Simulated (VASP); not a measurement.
# Hf (P6_3/mmc) in VASP: notebook, part 2 of 2

VASP 6.6.1. Earlier steps stand in the parts before.

**5. Relaxation of cell and atoms, RPBE**

This run uses another cell than the first one, of 22.38 Å³/atom.

File INCAR:

```
SYSTEM = Hf
PREC     = Accurate       ! precision mode
ENCUT    = 600            ! plane-wave cutoff, eV
EDIFF    = 1E-6           ! SCF threshold, eV
ISMEAR   = -1             ! smearing method
SIGMA    = 0.05           ! smearing width, eV
LREAL    = .False.        ! projectors in reciprocal space
LASPH    = .True.         ! aspherical terms in the spheres
NELM     = 60             ! most SCF steps
ALGO     = Normal         ! electronic algorithm
ISIF     = 3              ! what is computed and relaxed
LWAVE    = .False.        ! write WAVECAR
LCHARG   = .False.        ! write CHGCAR
GGA      = RP             ! functional
IBRION   = 2              ! ionic algorithm
NSW      = 60             ! ionic steps
EDIFFG   = -0.01          ! ionic threshold
```

File KPOINTS:

```
regular mesh
0
Gamma
  10 10 5
  0 0 0
```

File POSCAR:

```
Hf
1.0
    3.1967000000      0.0000000000      0.0000000000
   -1.5983500000      2.7684234083      0.0000000000
    0.0000000000      0.0000000000      5.0578000000
Hf
2
Direct
    0.6666666667      0.3333333333      0.7500000000
    0.3333333333      0.6666666667      0.2500000000
```

Launch:

```
$ cat potpaw_PBE.64/Hf_pv/POTCAR > POTCAR
$ mpirun -np 1 vasp_std > vasp.out
```

Run time: 84 s. Hardware: 1 thread of Intel Xeon Platinum 8488C (Sapphire Rapids), shared host; peak memory 0.2 GiB.

Results (log left out):

```yaml
Free_energy: -19.0177 eV
Relaxed_volume: 23.00 Å³/atom
Relaxed_cell: a = 3.230 Å, b = 3.230 Å, c = 5.092 Å, α = 90.00°, β = 90.00°, γ = 120.00°
Space_group_after_relaxing_to_0.1_Å: P6_3/mmc (No. 194)
Energy_gained_by_relaxing: 5.8 meV/atom
Ionic_steps: 5
Pressure_after_relaxing: 0.0 GPa
Band_gap_on_the_k_mesh: zero (bands 10 and 11 overlap by 1.52 eV)
```

Stress tensor (GPa, compression positive):
```
 0.07  0.00  0.00
 0.00  0.07  0.00
 0.00  0.00 -0.01
```

Step by step:
```
step  energy change (eV)  largest force (eV/Å)  pressure (GPa)  volume (Å³)
   1              0.0000                0.0000            2.98        44.76
   2              0.0030                0.0000           -3.07        47.51
   3             -0.0116                0.0000           -0.02        46.03
   4             -0.0116                0.0000            0.02        46.01
   5             -0.0117                0.0000            0.04        46.01
```

Final structure:
```
Hf
1.0
     3.23007    0.00000    0.00000
    -1.61504    2.79733    0.00000
     0.00000    0.00000    5.09179
Hf
2
Direct
  0.66667 0.33333 0.75000
  0.33333 0.66667 0.25000
```

Levels at points of the mesh, in eV from the Fermi level:
```csv
k point,band 6,band 7,band 8,band 9,band 10,band 11,band 12,band 13,band 14
"(0.00, 0.00, 0.00)",-30.35,-7.29,-3.61,0.54,1.19,1.19,1.49,1.99,1.99
"(0.50, 0.00, 0.00)",-30.43,-3.31,-2.64,-2.13,-0.88,0.80,0.86,1.67,5.71
```

Caveat: the PAW data sets were made with another functional, which shifts forces and pressure a little; spin-orbit coupling is left out, which moves the levels of the heavy elements. RPBE and its kin give volumes clearly too large for solids.

**6. Relaxation of cell and atoms, LDA**

This run uses another cell than the first one, of 22.38 Å³/atom.

File INCAR:

```
SYSTEM = Hf
  PREC = Accurate
  ENCUT = 600
  EDIFF = 1E-6
  ISMEAR = -1
  SIGMA = 0.05
  LREAL = .False.
  LASPH = .True.
  NELM = 80
  ALGO = Normal
  ISIF = 3
  LWAVE = .False.
  LCHARG = .False.
  IBRION = 2
  NSW = 60
  EDIFFG = -0.01
```

KPOINTS is that of step 5.

POSCAR is that of step 5.

Potentials or basis: VASP PAW LDA potentials, release 64 (Hf_pv).

Launch:

```
$ cat potpaw_LDA.64/Hf_pv/POTCAR > POTCAR
$ mpirun -np 1 vasp_std > vasp.out
```

OUTCAR:

```text
SYSTEM = Hf
   PREC = Accurate
   ENCUT = 600
   EDIFF = 1E-6
   ISMEAR = -1
   LREAL = .False.
   LASPH = .True.
   NELM = 80
   ISIF = 3
   IBRION = 2
   NSW = 60
   EDIFFG = -0.01

 ion  position               nearest neighbor table
   1  0.667  0.333  0.750-   2 3.13   2 3.13   2 3.13   2 3.13   2 3.13   2 3.13
   2  0.333  0.667  0.250-   1 3.13   1 3.13   1 3.13   1 3.13   1 3.13   1 3.13

  LATTYP: Found a hexagonal cell.
 ALAT       =     3.1967000000
 C/A-ratio  =     1.5821941377

  Lattice vectors:

 A1 = (   3.1967000000,   0.0000000000,   0.0000000000)
 A2 = (  -1.5983500000,   2.7684234083,   0.0000000000)
 A3 = (   0.0000000000,   0.0000000000,   5.0578000000)

Analysis of symmetry for initial positions (statically):
=====================================================================
 Subroutine PRICEL returns:
 Original cell was already a primitive cell.

 Routine SETGRP: Setting up the symmetry group for a
 hexagonal supercell.

 Subroutine GETGRP returns: Found 24 space group operations
 (whereof 12 operations were pure point group operations)
 out of a pool of 24 trial point group operations.

The static configuration has the point symmetry D_3d.
 The point group associated with its full space group is D_6h.

Analysis of symmetry for dynamics (positions and initial velocities):
=====================================================================
 Subroutine PRICEL returns:
 Original cell was already a primitive cell.

 Routine SETGRP: Setting up the symmetry group for a
 hexagonal supercell.

 Subroutine GETGRP returns: Found 24 space group operations
 (whereof 12 operations were pure point group operations)
 out of a pool of 24 trial point group operations.

The dynamic configuration has the point symmetry D_3d.
 The point group associated with its full space group is D_6h.

 Subroutine INISYM returns: Found 24 space group operations
 (whereof 12 operations are pure point group operations),
 and found     1 'primitive' translations

----------------------------------------------------------------------------------------

                                     Primitive cell

  volume of cell :      44.7606

  direct lattice vectors                    reciprocal lattice vectors
     3.196700000  0.000000000  0.000000000     0.312822598  0.180608211  0.000000000
    -1.598350000  2.768423408  0.000000000     0.000000000  0.361216423  0.000000000
     0.000000000  0.000000000  5.057800000     0.000000000  0.000000000  0.197714421

  length of vectors
     3.196700000  3.196700000  5.057800000     0.361216423  0.361216423  0.197714421

  position of ions in fractional coordinates (direct lattice)
     0.666666667  0.333333333  0.750000000
     0.333333333  0.666666667  0.250000000

  ion indices of the primitive-cell ions
   primitive index   ion index
                 1           1
                 2           2

----------------------------------------------------------------------------------------

 KPOINTS: regular mesh

Automatic generation of k-mesh.
 Grid dimensions read from file:
[... 49 lines left out ...]
   total plane-waves  NPLWV =  31360
   dimension x,y,z NGX =    28 NGY =   28 NGZ =   40
   dimension x,y,z NGXF=    56 NGYF=   56 NGZF=   80
   ions per type =               2
   NGX,Y,Z   is equivalent  to a cutoff of  14.56, 14.56, 13.15 a.u.
   NGXF,Y,Z  is equivalent  to a cutoff of  29.12, 29.12, 26.30 a.u.
 SYSTEM =  Hf
   PREC   = accura    normal or accurate (medium, high low for compatibility)
   ISTART =      0    job   : 0-new  1-cont  2-samecut
   ICHARG =      2    charge: 1-file 2-atom 10-const
   ISPIN  =      1    spin polarized calculation?
   LNONCOLLINEAR =      F non collinear calculations
   LSORBIT =      F    spin-orbit coupling
   LASPH  =      T    aspherical Exc in radial PAW
   ENCUT  =  600.0 eV  44.10 Ry    6.64 a.u.   6.38  6.38 10.10*2*pi/ulx,y,z
   NELM   =     80;   NELMIN=  2; NELMDL= -5     # of ELM steps
   EDIFF  = 0.1E-05   stopping-criterion for ELM
   LREAL  =      F    real-space projection
   EDIFFG = -.1E-01   stopping-criterion for IOM
   NSW    =     60    number of steps for IOM
   IBRION =      2    ionic relax: 0-MD 1-quasi-New 2-CG
   NFREE  =      1    steps in history (QN), initial steepest desc. (CG)
   ISIF   =      3    stress and relaxation
   ISYM   =      2    0-nonsym 1-usesym 2-fastsym
   POTIM  = 0.5000    time-step for ionic-motion
   TEBEG  =    0.0;   TEEND  =   0.0 temperature during run
   PSTRESS=    0.0 pullay stress
   NELECT =      20.0000    total number of electrons
   NUPDOWN=      -1.0000    fix difference up-down
   EMIN   =  10.00;   EMAX   =-10.00  energy-range for DOS
   EFERMI =   0.00;   METHOD = LEGACY
   ISMEAR =    -1;   SIGMA  =   0.05  broadening in eV -4-tet -1-fermi 0-gaus
   EFERMI_NEDOS =   21; number of points for ismear=-14 and -15
   IALGO  =     38    algorithm
   IMIX   =      4    mixing-type and parameters
     AMIX     =   0.40;   BMIX     =  1.00
     AMIX_MAG =   1.60;   BMIX_MAG =  1.00
  volume/ion in A,a.u.               =      22.38       151.03
  Fermi-wavevector in a.u.,A,eV,Ry     =   1.251563  2.365112 21.312311  1.566411
  Thomas-Fermi vector in A             =   2.385505
   LORBIT       =      0    0 simple, 1 ext, 2 COOP (PROOUT), +10 PAW based schemes
   GGA     = CA    functional components
   LHFCALC =     F    Hartree Fock is set to
   AEXX    =    0.0000 exact exchange contribution
   IVDW    =     0    specifies the selected vdW correction
   LEPSILON=     F    determine dielectric tensor
   LRPA    =     F    only Hartree local field effects (RPA)
 conjugate gradient relaxation of ions
 non-spin polarized calculation
  energy-cutoff  :      600.00
  volume of cell :       44.76
 maximum number of plane-waves:      1518
 NGX is ok and might be reduce to    28
   NGX = 13   NGY = 13   NGZ = 21

--------------------------------------- Ionic step        1  -------------------------------------------

 number of electron      20.0000001 magnetization

 Free energy of the ion-electron system (eV)
  ---------------------------------------------------
  ext. energy  EPLUGINS =         0.00000000
  ---------------------------------------------------
  free energy    TOTEN  =       -21.32038262 eV

  energy without entropy =      -21.30991077  energy(sigma->0) =      -21.31514670

------------------------ aborting loop because EDIFF is reached ----------------------------------------

  FORCE on cell =-STRESS in cart. coord.  units (eV):
  Direction    XX          YY          ZZ          XY          YZ          ZX
  --------------------------------------------------------------------------------------
  -------------------------------------------------------------------------------------
  Total       -2.1337312     -2.1337312     -2.2644815      0.0000000      0.0000000     -0.0000000
  in kB      -76.3755316    -76.3755316    -81.0556537      0.0000000      0.0000000     -0.0000000
  external PRESSURE =     -77.9355723 kB  Pullay stress =       0.0000000 kB
[... 95 lines left out ...]
--------------------------------------- Ionic step        4  -------------------------------------------

 number of electron      20.0000000 magnetization

 Free energy of the ion-electron system (eV)
  ---------------------------------------------------
  ext. energy  EPLUGINS =         0.00000000
  ---------------------------------------------------
  free energy    TOTEN  =       -21.40111120 eV

  energy without entropy =      -21.39327602  energy(sigma->0) =      -21.39719361

 E-fermi :   5.2940     XC(G=0): -11.8038

 val. band max:        5.2721763403   @ k =   0.1000   0.0000   0.2000
 cond. band min:       5.3203344418   @ k =   0.0000   0.0000   0.4000
 fundamental gap:      0.0481581014
 Fermi energy:         5.2939711726

 k-point     1 :       0.0000    0.0000    0.0000
  band No.  band energies     occupation
      1     -25.6032      2.00000
      2     -24.6411      2.00000
      3     -24.6411      2.00000
      4     -24.4761      2.00000
      5     -24.4761      2.00000
      6     -24.4758      2.00000
      7      -2.2415      2.00000
      8       1.3791      2.00000
      9       6.4054      0.00000
     10       6.4314      0.00000
     11       6.4314      0.00000
     12       6.7535      0.00000
     13       7.3302      0.00000
     14       7.3302      0.00000
[... 377 lines left out ...]
      1     -25.4199      2.00000
      2     -25.2544      2.00000
      3     -25.0124      2.00000
      4     -24.8603      2.00000
      5     -24.7332      2.00000
      6     -24.6435      2.00000
      7       1.6879      2.00000
      8       2.6245      2.00000
      9       3.5530      2.00000
     10       4.1677      2.00000
     11       5.8877      0.00001
     12       6.5362      0.00000
     13       7.0421      0.00000
     14      10.3792      0.00000

 [... further k-points ...]
[... 5 lines left out ...]
  --------------------------------------------------------------------------------------
  -------------------------------------------------------------------------------------
  Total       -0.0129390     -0.0129390      0.0125386      0.0000000     -0.0000000      0.0000000
  in kB       -0.4980610     -0.4980610      0.4826497      0.0000000     -0.0000000      0.0000000
  external PRESSURE =      -0.1711574 kB  Pullay stress =       0.0000000 kB
[... 17 lines left out ...]
  FREE ENERGIE OF THE ION-ELECTRON SYSTEM (eV)
  ---------------------------------------------------
  free  energy   TOTEN  =       -21.4011111962 eV

  energy  without entropy=      -21.3932760158  energy(sigma->0) =      -21.39719361

 reached required accuracy - stopping structural energy minimisation
```

OSZICAR:

```text
N       E                     dE             d eps       ncg     rms          rms(c)
DAV:   1     0.484411956530E+02    0.48441E+02   -0.12538E+04  1176   0.151E+03
DAV:   2    -0.201027576621E+02   -0.68544E+02   -0.67458E+02  1470   0.284E+02
DAV:   3    -0.220849579279E+02   -0.19822E+01   -0.19577E+01  1566   0.311E+01
DAV:   4    -0.221052414865E+02   -0.20284E-01   -0.20261E-01  1386   0.375E+00
[... 30 lines left out ...]
DAV:   1    -0.214013019573E+02   -0.22821E-03   -0.46995E-03  1188   0.609E-01    0.160E-01
DAV:   2    -0.214011598990E+02    0.14206E-03   -0.28331E-04  1218   0.143E-01    0.452E-02
DAV:   3    -0.214011159295E+02    0.43969E-04   -0.85848E-05  1212   0.736E-02    0.241E-02
DAV:   4    -0.214011116816E+02    0.42479E-05   -0.93683E-06  1374   0.250E-02    0.205E-02
DAV:   5    -0.214011111962E+02    0.48545E-06   -0.98595E-07   804   0.623E-03
   4 F= -.21401111E+02 E0= -.21397194E+02  d E =-.807286E-01
```

CONTCAR:

```text
Hf
   1.00000000000000
     3.1217096070375869   -0.0000000000000000   -0.0000000000000000
    -1.5608548035187935    2.7034798229532040   -0.0000000000000000
    -0.0000000000000000    0.0000000000000000    4.9318800719653888
  Hf
     2
Direct
     0.6666666667000030    0.3333333332999970    0.7500000000000000
     0.3333333332999970    0.6666666667000030    0.2500000000000000

  0.00000000E+00  0.00000000E+00  0.00000000E+00
  0.00000000E+00  0.00000000E+00  0.00000000E+00
```

Run time: 77 s. Hardware: 1 thread of Intel Xeon Platinum 8488C (Sapphire Rapids), shared host; peak memory 0.18 GiB.

What came out:

| Item | Value |
| --- | --- |
| Free energy | -21.4011 eV |
| Relaxed volume | 20.81 Å³/atom |
| Relaxed cell | a = 3.122 Å, b = 3.122 Å, c = 4.932 Å, α = 90.00°, β = 90.00°, γ = 120.00° |
| Space group after relaxing (to 0.1 Å) | P6_3/mmc (No. 194) |
| Energy gained by relaxing | 40.4 meV/atom |
| Ionic steps | 4 |
| Pressure after relaxing | 0.0 GPa |
| Band gap on the k mesh | zero (bands 10 and 11 overlap by 1.48 eV) |

Stress tensor (GPa, compression positive):
```
-0.05  0.00  0.00
 0.00 -0.05  0.00
 0.00  0.00  0.05
```

The path:
```
step  energy change (eV)  largest force (eV/Å)  pressure (GPa)  volume (Å³)
   1              0.0000                0.0000           -7.79        44.76
   2              0.0518                0.0000           12.78        38.07
   3             -0.0807                0.0000           -0.20        41.68
   4             -0.0807                0.0000           -0.02        41.62
```

Final structure:
```
Hf
1.0
     3.12171    0.00000    0.00000
    -1.56085    2.70348    0.00000
     0.00000    0.00000    4.93188
Hf
2
Direct
  0.66667 0.33333 0.75000
  0.33333 0.66667 0.25000
```

Caveat: spin-orbit coupling is left out, which moves the levels of the heavy elements. Zero-point motion and thermal expansion aren't in these numbers.

**7. The runs side by side**

```csv
task,level,potentials or basis,cell,cutoff (eV),smearing,gap on the mesh (eV),pressure (GPa),relaxed volume (Å³/atom)
single point,PBEsol,"VASP PAW PBE potentials, release 64 (Hf_pv)","a = 3.159, b = 3.159, c = 4.991 Å, angles 90.0, 90.0, 120.0°, 2 atoms",520,fermi-dirac 0.05 eV,none,-0.4,-
single point,PBE,"VASP PAW PBE potentials, release 64 (Hf_pv)","a = 3.197, b = 3.197, c = 5.058 Å, angles 90.0, 90.0, 120.0°, 2 atoms",520,gaussian 0.011 eV,none,0.2,-
single point,RPBE,"VASP PAW PBE potentials, release 64 (Hf_pv)","a = 3.235, b = 3.235, c = 5.101 Å, angles 90.0, 90.0, 120.0°, 2 atoms",520,fermi-dirac 0.05 eV,none,-0.5,-
relaxation of cell and atoms,RPBE,"VASP PAW PBE potentials, release 64 (Hf_pv)","relaxed from a = 3.197, b = 3.197, c = 5.058 Å, angles 90.0, 90.0, 120.0°, 2 atoms",600,fermi-dirac 0.05 eV,none,0.0,23.00
relaxation of cell and atoms,LDA,"VASP PAW LDA potentials, release 64 (Hf_pv)","relaxed from a = 3.197, b = 3.197, c = 5.058 Å, angles 90.0, 90.0, 120.0°, 2 atoms",600,fermi-dirac 0.05 eV,none,0.0,20.81
```

Alike in all rows: no spin polarisation; k mesh 10 × 10 × 5.

Caveats: spin-orbit coupling is left out, which moves the levels of the heavy elements; the PAW data sets were made with another functional, which shifts forces and pressure a little (at least some runs).

Absolute energies hang on the potentials; compare differences alone.
